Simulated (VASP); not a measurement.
FeO (Wuestite):

```xyz
2
Lattice="0.0000 2.1554 2.1554 2.1554 0.0000 2.1554 2.1554 2.1554 0.0000" Properties=species:S:1:pos:R:3 pbc="T T T"
Fe    0.0000    0.0000    0.0000
O     2.1554    2.1554    2.1554
```

```yaml
Program: VASP 6.6.1
Task: relaxation of cell and atoms
Functional: PBE
Dispersion: D3(BJ)
Potentials_or_basis: VASP PAW PBE potentials, release 64 (Fe, O)
Cutoff: 600 eV
k_mesh: 11 × 11 × 11
Occupations: fermi-dirac, width 0.05 eV
Spin: collinear spin, ferromagnetic start
Starting_moments: "[3.0, 0.0] μB"
```

At the start: pressure -3.6 GPa; volume 10.01 Å³/atom.

How do energy, volume and symmetry change on relaxing?

Over 3 steps the energy falls by 2.2 meV/atom and the volume is 9.82 Å³/atom (-1.9 %); space group Fm-3m (No. 225, to 0.05 Å); moment 4.00 μB per cell.

The path:
```tsv
step	energy change (eV)	largest force (eV/Å)	pressure (GPa)	volume (Å³)
1	0.0000	0.0000	-3.64	20.03
2	-0.0020	0.0000	2.78	19.37
3	-0.0044	0.0000	0.00	19.65
```

Final structure:
```cif
data_structure
_symmetry_space_group_name_H-M 'P 1'
_symmetry_Int_Tables_number 1
_cell_length_a 3.0288
_cell_length_b 3.0288
_cell_length_c 3.0288
_cell_angle_alpha 60.000
_cell_angle_beta 60.000
_cell_angle_gamma 60.000
_cell_volume 19.65
loop_
_atom_site_label
_atom_site_type_symbol
_atom_site_fract_x
_atom_site_fract_y
_atom_site_fract_z
_atom_site_occupancy
Fe1 Fe 0.00000 0.00000 0.00000 1
O1 O 0.50000 0.50000 0.50000 1
```

Caveat: a cell with one magnetic atom can't hold antiferromagnetic order, which such compounds often take; pairwise dispersion overbinds metals, which lowers pressure and volume.
